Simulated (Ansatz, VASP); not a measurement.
## One calculation of NaCl, two programs

Contents of INCAR:

```
SYSTEM = NaCl
ALGO     = Normal         ! electronic algorithm
EDIFF    = 1E-7           ! SCF threshold, eV
EDIFFG   = -0.001         ! ionic threshold
ENCUT    = 600            ! plane-wave cutoff, eV
GGA      = PS             ! functional
IBRION   = 2              ! ionic algorithm
ISIF     = 3              ! what is computed and relaxed
ISMEAR   = 0              ! smearing method
LASPH    = .TRUE.         ! aspherical terms in the spheres
LCHARG   = .FALSE.        ! write CHGCAR
LREAL    = .FALSE.        ! projectors in reciprocal space
LWAVE    = .FALSE.        ! write WAVECAR
NELM     = 80             ! most SCF steps
NSW      = 80             ! ionic steps
PREC     = Accurate       ! precision mode
SIGMA    = 0.01           ! smearing width, eV
```

KPOINTS

```
k-points
0
G
  8 8 8
  0 0 0
```

Contents of POSCAR:

```
NaCl
1.0
    0.0000000000      2.8009522132      2.8009522132
    2.8009522132      0.0000000000      2.8009522132
    2.8009522132      2.8009522132      0.0000000000
Na Cl
1 1
Direct
    0.0000000000      0.0000000000      0.0000000000
    0.5000000000      0.5000000000      0.5000000000
```

Input for Ansatz:

```yaml
crystal:
  lattice:
    - [0.0, 2.8009522086, 2.8009522086]
    - [2.8009522086, 0.0, 2.8009522086]
    - [2.8009522086, 2.8009522086, 0.0]
  atoms:
    - { symbol: Na, position: [0.0, 0.0, 0.0] }
    - { symbol: Cl, position: [0.5, 0.5, 0.5] }
basis:
  ecutwfc: 420
kpoints:
  mp_grid: { grid: [8, 8, 8] }
hamiltonian:
  xc: pbesol
scf:
  occupations: { method: fixed }
output:
  forces: true
  stress: true
  eigenvalues: true
relax:
  adjacent_minimum: "off"
  f_tol: 0.001
  max_steps: 60
  cell: { stress_tol: 0.01 }
```

Alike in both runs: task relaxation of cell and atoms; functional PBEsol; k mesh 8 × 8 × 8; no spin polarisation.

|  | VASP | Ansatz |
| --- | --- | --- |
| version | VASP 6.6.1 | Ansatz 0.2.0 |
| potentials or method | VASP PAW PBE potentials, release 64 (Na_pv, Cl), cutoff 600 eV | scalar-relativistic, plane waves, PAW |
| occupations | gaussian, width 0.01 eV | fixed |
| valence electrons in the cell | 14 | 16 |

VASP gave:

```
gap on the k mesh at the Fermi level, each at its own relaxed structure (eV) : 5.00
relaxed volume (Å³/atom)                                                     : 22.01
relaxed cell length with the largest relative difference (Å)                 : 3.964
```

Q: What did Ansatz give for the same quantities?

A: gap on the k mesh at the Fermi level, each at its own relaxed structure (eV): 5.01; relaxed volume (Å³/atom): 21.97; relaxed cell length with the largest relative difference (Å): 3.961.

VASP's potentials were made for PBE, not for PBEsol. VASP's potentials hold 14 valence electrons a cell and Ansatz's 16, so a difference there can come from the potentials and not from the codes.
